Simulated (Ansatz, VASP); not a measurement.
**Mg: VASP beside Ansatz**

```xyz
4
Lattice="3.0967 0.0000 0.0000 -1.5484 2.6819 0.0000 0.0000 0.0000 10.0739" Properties=species:S:1:pos:R:3 pbc="T T T"
Mg   -1.5484    2.6819   10.0739
Mg    0.0000    0.0000    5.0369
Mg    0.0000    1.7879    2.5185
Mg    1.5484    0.8940    7.5554
```

Alike in both runs: task single point; functional RPBE; k mesh 13 × 13 × 4; occupations fermi-dirac, width 0.1 eV; no spin polarisation.

```csv
,VASP,Ansatz
version,VASP 6.6.1,Ansatz 0.2.0
potentials or method,"VASP PAW PBE potentials, release 64 (Mg), cutoff 520 eV","plane waves (420 eV) with PAW, scalar-relativistic"
valence electrons in the cell,8,40
```

|  | VASP | Ansatz | Ansatz less VASP |
| --- | --- | --- | --- |
| pressure (GPa) | 5.4 | 5.7 | +0.22 |
| traceless stress, the component that is largest in VASP (GPa) | -0.11 | -0.11 | +0.001 |

VASP's potentials were made for PBE, not for RPBE. VASP's potentials hold 8 valence electrons a cell and Ansatz's 40, so a difference there can come from the potentials and not from the codes.
